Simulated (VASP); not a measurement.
# ReBi (CsCl type) (Pm-3m) in VASP: settings compared

The runs below take ReBi (CsCl type) through single point, with PBE, PBE+U.

All numbers are computed with VASP 6.6.1; they aren't measurements. Logs are shortened: lines on timing, memory, paths and dates and some standing lists are left out, and cuts for length are marked.

## 1. The cell of the first run

The structure is cubic, space group Pm-3m (No. 221). Conventional cell: a = 3.152 Å, b = 3.152 Å, c = 3.152 Å, α = 90.00°, β = 90.00°, γ = 90.00°. Re (site symmetry m-3m) has 8 Bi at 2.73 Å and 6 Re at 3.15 Å within 3.6 Å. Within 3.6 Å of Bi (site symmetry m-3m) lie 8 Re at 2.73 Å and 6 Bi at 3.15 Å.

## 2. Single point, PBE (volume scaled by 0.8)

File INCAR:

```
ALGO = Normal
EDIFF = 1E-6
ENCUT = 520
GGA = PE
ISIF = 2
ISMEAR = -1
LASPH = T
LCHARG = F
LREAL = F
LWAVE = F
NBANDS = 18
NELM = 60
PREC = Accurate
SIGMA = 0.05
```

File KPOINTS:

```
k-points
0
Gamma
  11 11 11
```

File POSCAR:

```
ReBi
1.0
    3.1523333882      0.0000000000      0.0000000000
    0.0000000000      3.1523333882      0.0000000000
    0.0000000000      0.0000000000      3.1523333882
Re Bi
1 1
Direct
    0.0000000000      0.0000000000      0.0000000000
    0.5000000000      0.5000000000      0.5000000000
```

Potentials or basis: VASP PAW PBE potentials, release 64 (Re, Bi_d).

Launch:

```sh
$ cat potpaw_PBE.64/Re/POTCAR potpaw_PBE.64/Bi_d/POTCAR > POTCAR
$ mpirun -np 1 vasp_std > vasp.out
```

OUTCAR:

```text
EDIFF = 1E-6
   ENCUT = 520
   GGA = PE
   ISIF = 2
   ISMEAR = -1
   LASPH = T
   LREAL = F
   NELM = 60
   PREC = Accurate

 ion  position               nearest neighbor table
   1  0.000  0.000  0.000-   2 2.73   2 2.73   2 2.73   2 2.73   2 2.73   2 2.73   2 2.73   2 2.73

   2  0.500  0.500  0.500-   1 2.73   1 2.73   1 2.73   1 2.73   1 2.73   1 2.73   1 2.73   1 2.73

  LATTYP: Found a simple cubic cell.
 ALAT       =     3.1523333882

  Lattice vectors:

 A1 = (   3.1523333882,   0.0000000000,   0.0000000000)
 A2 = (   0.0000000000,   3.1523333882,   0.0000000000)
 A3 = (   0.0000000000,   0.0000000000,   3.1523333882)

Analysis of symmetry for initial positions (statically):
=====================================================================
 Subroutine PRICEL returns:
 Original cell was already a primitive cell.

 Routine SETGRP: Setting up the symmetry group for a
 simple cubic supercell.

 Subroutine GETGRP returns: Found 48 space group operations
 (whereof 48 operations were pure point group operations)
 out of a pool of 48 trial point group operations.

The static configuration has the point symmetry O_h .

Analysis of symmetry for dynamics (positions and initial velocities):
=====================================================================
 Subroutine PRICEL returns:
 Original cell was already a primitive cell.

 Routine SETGRP: Setting up the symmetry group for a
 simple cubic supercell.

 Subroutine GETGRP returns: Found 48 space group operations
 (whereof 48 operations were pure point group operations)
 out of a pool of 48 trial point group operations.

The dynamic configuration has the point symmetry O_h .

 Subroutine INISYM returns: Found 48 space group operations
 (whereof 48 operations are pure point group operations),
 and found     1 'primitive' translations

----------------------------------------------------------------------------------------

                                     Primitive cell

  volume of cell :      31.3254

  direct lattice vectors                    reciprocal lattice vectors
     3.152333388  0.000000000  0.000000000     0.317225330  0.000000000  0.000000000
     0.000000000  3.152333388  0.000000000     0.000000000  0.317225330  0.000000000
     0.000000000  0.000000000  3.152333388     0.000000000  0.000000000  0.317225330

  length of vectors
     3.152333388  3.152333388  3.152333388     0.317225330  0.317225330  0.317225330

  position of ions in fractional coordinates (direct lattice)
     0.000000000  0.000000000  0.000000000
     0.500000000  0.500000000  0.500000000

  ion indices of the primitive-cell ions
   primitive index   ion index
                 1           1
                 2           2

----------------------------------------------------------------------------------------

 KPOINTS: k-points

Automatic generation of k-mesh.
 Grid dimensions read from file:
 generate k-points for:   11   11   11

 Generating k-lattice:

  Cartesian coordinates                     Fractional coordinates (reciprocal lattice)
     0.028838666  0.000000000  0.000000000     0.090909091  0.000000000  0.000000000
     0.000000000  0.028838666  0.000000000     0.000000000  0.090909091  0.000000000
     0.000000000  0.000000000  0.028838666     0.000000000  0.000000000  0.090909091

  Length of vectors
     0.028838666  0.028838666  0.028838666

  Shift w.r.t. Gamma in fractional coordinates (k-lattice)
     0.000000000  0.000000000  0.000000000

 Subroutine IBZKPT returns following result:
 ===========================================

 Found     56 irreducible k-points:

 Following reciprocal coordinates:
            Coordinates               Weight
  0.000000  0.000000  0.000000      1.000000
  0.090909  0.000000  0.000000      6.000000
  0.181818  0.000000  0.000000      6.000000
  0.272727  0.000000  0.000000      6.000000
  0.363636  0.000000  0.000000      6.000000
  0.454545  0.000000  0.000000      6.000000
[... 16 lines left out ...]
  0.181818  0.090909  0.090909     24.000000
  0.272727  0.090909  0.090909     24.000000
 [... further k-points ...]
   k-points           NKPTS =     56   k-points in BZ     NKDIM =     56   number of bands    NBANDS=     18
   number of dos      NEDOS =    301   number of ions     NIONS =      2
   total plane-waves  NPLWV =  13824
   dimension x,y,z NGX =    24 NGY =   24 NGZ =   24
   dimension x,y,z NGXF=    48 NGYF=   48 NGZF=   48
   ions per type =               1   1
   NGX,Y,Z   is equivalent  to a cutoff of  12.66, 12.66, 12.66 a.u.
   NGXF,Y,Z  is equivalent  to a cutoff of  25.31, 25.31, 25.31 a.u.
 SYSTEM =  unknown system
   PREC   = accura    normal or accurate (medium, high low for compatibility)
   ISTART =      0    job   : 0-new  1-cont  2-samecut
   ICHARG =      2    charge: 1-file 2-atom 10-const
   ISPIN  =      1    spin polarized calculation?
   LNONCOLLINEAR =      F non collinear calculations
   LSORBIT =      F    spin-orbit coupling
   LASPH  =      T    aspherical Exc in radial PAW
   ENCUT  =  520.0 eV  38.22 Ry    6.18 a.u.   5.86  5.86  5.86*2*pi/ulx,y,z
   NELM   =     60;   NELMIN=  2; NELMDL= -5     # of ELM steps
   EDIFF  = 0.1E-05   stopping-criterion for ELM
   LREAL  =      F    real-space projection
   EDIFFG = 0.1E-04   stopping-criterion for IOM
   NSW    =      0    number of steps for IOM
   IBRION =     -1    ionic relax: 0-MD 1-quasi-New 2-CG
   NFREE  =      0    steps in history (QN), initial steepest desc. (CG)
   ISIF   =      2    stress and relaxation
   ISYM   =      2    0-nonsym 1-usesym 2-fastsym
   POTIM  = 0.5000    time-step for ionic-motion
   TEBEG  =    0.0;   TEEND  =   0.0 temperature during run
   PSTRESS=    0.0 pullay stress
   NELECT =      22.0000    total number of electrons
   NUPDOWN=      -1.0000    fix difference up-down
   EMIN   =  10.00;   EMAX   =-10.00  energy-range for DOS
   EFERMI =   0.00;   METHOD = LEGACY
   ISMEAR =    -1;   SIGMA  =   0.05  broadening in eV -4-tet -1-fermi 0-gaus
   EFERMI_NEDOS =   21; number of points for ismear=-14 and -15
   IALGO  =     38    algorithm
   IMIX   =      4    mixing-type and parameters
     AMIX     =   0.40;   BMIX     =  1.00
     AMIX_MAG =   1.60;   BMIX_MAG =  1.00
  volume/ion in A,a.u.               =      15.66       105.70
  Fermi-wavevector in a.u.,A,eV,Ry     =   1.455181  2.749893 28.811027  2.117551
  Thomas-Fermi vector in A             =   2.572245
   LORBIT       =      0    0 simple, 1 ext, 2 COOP (PROOUT), +10 PAW based schemes
   GGA     = PE    functional components
   LHFCALC =     F    Hartree Fock is set to
   AEXX    =    0.0000 exact exchange contribution
   IVDW    =     0    specifies the selected vdW correction
   LEPSILON=     F    determine dielectric tensor
   LRPA    =     F    only Hartree local field effects (RPA)
 non-spin polarized calculation
  energy-cutoff  :      520.00
  volume of cell :       31.33
 maximum number of plane-waves:       861
 NGX is ok and might be reduce to    24
   NGX = 11   NGY = 11   NGZ = 11

 number of electron      22.0000000 magnetization

 Free energy of the ion-electron system (eV)
  ---------------------------------------------------
  ext. energy  EPLUGINS =         0.00000000
  ---------------------------------------------------
  free energy    TOTEN  =       -12.74438238 eV

  energy without entropy =      -12.73747015  energy(sigma->0) =      -12.74092627

 E-fermi :  13.4948     XC(G=0): -13.6711

 val. band max:       13.4919785298   @ k =   0.0909   0.0909   0.0000
 cond. band min:      13.5569080625   @ k =   0.1818   0.0000   0.0000
 fundamental gap:      0.0649295327
 Fermi energy:        13.4947661208

 k-point     1 :       0.0000    0.0000    0.0000
  band No.  band energies     occupation
      1     -10.3895      2.00000
      2     -10.3895      2.00000
      3      -9.9440      2.00000
      4      -9.9440      2.00000
      5      -9.9440      2.00000
      6      -3.0665      2.00000
[... 10 lines left out ...]
     17      25.3933      0.00000
     18      25.9926      0.00000

 k-point     2 :       0.0909    0.0000    0.0000
  band No.  band energies     occupation
      1     -10.3858      2.00000
      2     -10.3567      2.00000
      3      -9.9515      2.00000
      4      -9.9515      2.00000
      5      -9.9416      2.00000
      6      -2.9134      2.00000
[... 10 lines left out ...]
     17      25.6033      0.00000
     18      26.4716      0.00000

 k-point     3 :       0.1818    0.0000    0.0000
  band No.  band energies     occupation
      1     -10.3759      2.00000
      2     -10.2684      2.00000
      3      -9.9718      2.00000
      4      -9.9718      2.00000
      5      -9.9353      2.00000
      6      -2.4600      2.00000
[... 10 lines left out ...]
     17      26.4347      0.00000
     18      26.9251      0.00000

 k-point     4 :       0.2727    0.0000    0.0000
  band No.  band energies     occupation
      1     -10.3628      2.00000
      2     -10.1526      2.00000
      3      -9.9982      2.00000
      4      -9.9982      2.00000
      5      -9.9271      2.00000
      6      -1.7296      2.00000
[... 10 lines left out ...]
     17      26.6210      0.00000
     18      27.3316      0.00000

 k-point     5 :       0.3636    0.0000    0.0000
  band No.  band energies     occupation
      1     -10.3507      2.00000
      2     -10.0459      2.00000
      3     -10.0222      2.00000
      4     -10.0222      2.00000
      5      -9.9194      2.00000
      6      -0.7929      2.00000
[... 10 lines left out ...]
     17      24.4256      0.00000
     18      26.1908      0.00000

 k-point     6 :       0.4545    0.0000    0.0000
  band No.  band energies     occupation
      1     -10.3435      2.00000
      2     -10.0364      2.00000
      3     -10.0364      2.00000
      4      -9.9825      2.00000
      5      -9.9149      2.00000
      6       0.0823      2.00000
[... 10 lines left out ...]
     17      23.0484      0.00000
     18      24.3797      0.00000

 k-point     7 :       0.0909    0.0909    0.0000
  band No.  band energies     occupation
      1     -10.3679      2.00000
      2     -10.3382      2.00000
      3      -9.9603      2.00000
      4      -9.9556      2.00000
      5      -9.9439      2.00000
      6      -2.7625      2.00000
[... 10 lines left out ...]
     17      24.9090      0.00000
     18      26.5232      0.00000

 k-point     8 :       0.1818    0.0909    0.0000
  band No.  band energies     occupation
      1     -10.3531      2.00000
      2     -10.2553      2.00000
      3      -9.9834      2.00000
      4      -9.9746      2.00000
      5      -9.9416      2.00000
      6      -2.3168      2.00000
[... 10 lines left out ...]
     17      25.4620      0.00000
     18      27.6256      0.00000
[... 229 lines left out ...]
     17      23.3284      0.00000
     18      26.5938      0.00000

 k-point    20 :       0.4545    0.3636    0.0000
  band No.  band energies     occupation
      1     -10.2403      2.00000
      2     -10.1914      2.00000
      3     -10.0795      2.00000
      4     -10.0594      2.00000
      5      -9.7765      2.00000
      6       0.8497      2.00000
[... 10 lines left out ...]
     17      23.4746      0.00000
     18      26.7512      0.00000

 k-point    21 :       0.4545    0.4545    0.0000
  band No.  band energies     occupation
      1     -10.2762      2.00000
      2     -10.1787      2.00000
      3     -10.0879      2.00000
      4     -10.0849      2.00000
      5      -9.7231      2.00000
      6       1.0541      2.00000
[... 10 lines left out ...]
     17      22.3336      0.00000
     18      27.3259      0.00000

 k-point    22 :       0.0909    0.0909    0.0909
  band No.  band energies     occupation
      1     -10.3349      2.00000
      2     -10.3349      2.00000
      3      -9.9632      2.00000
      4      -9.9632      2.00000
      5      -9.9501      2.00000
      6      -2.6142      2.00000
[... 10 lines left out ...]
     17      24.3762      0.00000
     18      26.3539      0.00000

 k-point    23 :       0.1818    0.0909    0.0909
  band No.  band energies     occupation
      1     -10.3262      2.00000
      2     -10.2464      2.00000
      3      -9.9860      2.00000
      4      -9.9836      2.00000
      5      -9.9515      2.00000
      6      -2.1766      2.00000
[... 10 lines left out ...]
     17      25.1875      0.00000
     18      26.9610      0.00000

 k-point    24 :       0.2727    0.0909    0.0909
  band No.  band energies     occupation
      1     -10.3147      2.00000
      2     -10.1301      2.00000
      3     -10.0204      2.00000
      4     -10.0101      2.00000
      5      -9.9481      2.00000
      6      -1.4771      2.00000
[... 10 lines left out ...]
     17      24.9257      0.00000
     18      27.7840      0.00000

 [... further k-points ...]
[... 5 lines left out ...]
  --------------------------------------------------------------------------------------
  -------------------------------------------------------------------------------------
  Total       12.0225249     12.0225249     12.0225249      0.0000000      0.0000000     -0.0000000
  in kB      614.9075738    614.9075738    614.9075738      0.0000000      0.0000000     -0.0000000
  external PRESSURE =     614.9075738 kB  Pullay stress =       0.0000000 kB

 VOLUME and BASIS-vectors are now :
 -----------------------------------------------------------------------------
  energy-cutoff  :      520.00
  volume of cell :       31.33
      direct lattice vectors                 reciprocal lattice vectors
     3.152333388  0.000000000  0.000000000     0.317225330  0.000000000  0.000000000
     0.000000000  3.152333388  0.000000000     0.000000000  0.317225330  0.000000000
     0.000000000  0.000000000  3.152333388     0.000000000  0.000000000  0.317225330

 POSITION                                       TOTAL-FORCE (eV/Angst)
 -----------------------------------------------------------------------------------
      0.00000      0.00000      0.00000         0.000000      0.000000      0.000000
      1.57617      1.57617      1.57617         0.000000      0.000000      0.000000
 -----------------------------------------------------------------------------------
    total drift:                                0.000000     -0.000000     -0.000000

  FREE ENERGIE OF THE ION-ELECTRON SYSTEM (eV)
  ---------------------------------------------------
  free  energy   TOTEN  =       -12.7443823819 eV

  energy  without entropy=      -12.7374701500  energy(sigma->0) =      -12.74092627
```

Run time: 60 s. Hardware: 1 thread of AMD EPYC 7R13, shared host; peak memory 0.13 GiB.

Results:

```
Free energy            : -12.7444 eV
Pressure               : 61.5 GPa
Band gap on the k mesh : zero (band 11 reaches 14.73 eV, above the bottom of band 12 at 12.91 eV)
```

Caveat: spin-orbit coupling is left out, which moves the levels of the heavy elements.

(Continued in part 2 of 3.)
